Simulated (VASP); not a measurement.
Input of a VASP 6.6.1 run:

Contents of INCAR:

```
PREC     = Accurate       # precision mode
ENCUT    = 520            # plane-wave cutoff, eV
EDIFF    = 1E-6           # SCF threshold, eV
ISMEAR   = 0              # smearing method
SIGMA    = 0.15           # smearing width, eV
LREAL    = F              # projectors in reciprocal space
LASPH    = T              # aspherical terms in the spheres
NELM     = 100            # most SCF steps
ALGO     = Normal         # electronic algorithm
ISIF     = 2              # what is computed and relaxed
LWAVE    = F              # write WAVECAR
LCHARG   = T              # write CHGCAR
GGA      = PE             # functional
LELF     = T              # ELF
LVHAR    = T            
NBANDS   = 39             # bands
```

The input KPOINTS:

```
regular mesh
0
Gamma
  3 3 2
```

POSCAR

```
Ga2PtS4
1.0
    7.4788968922      0.0000000000      0.0000000000
   -3.7394484461      6.4769147010      0.0000000000
    0.0000000000      0.0000000000      4.2669936708
Ga Pt S
2 1 4
Direct
    0.3333333333      0.6666666667      0.5000000000
    0.6666666667      0.3333333333      0.5000000000
    0.0000000000      0.0000000000      0.0000000000
    0.4135844775      0.0000000000      0.5000000000
    0.0000000000      0.4135844775      0.5000000000
    0.5864155225      0.5864155225      0.5000000000
    0.0000000000      0.0000000000      0.5000000000
```

Potentials or basis: VASP PAW PBE potentials, release 64 (Ga_d, Pt, S).

Command:

```sh
$ cat potpaw_PBE.64/Ga_d/POTCAR potpaw_PBE.64/Pt/POTCAR potpaw_PBE.64/S/POTCAR > POTCAR
$ mpirun -np 1 vasp_std > vasp.out
```

(1) What does it give for the band gap on the k mesh?

(2) What does it give for the pressure?

(3) What does it give for the largest force?

Results:

(1) zero (band 30 reaches 2.80 eV, above the bottom of band 31 at 0.75 eV).

(2) -0.5 GPa.

(3) 0.056 eV/Å.

Caveat: the k points lie up to 0.74 Å⁻¹ apart; spin-orbit coupling is left out, which moves the levels of the heavy elements.
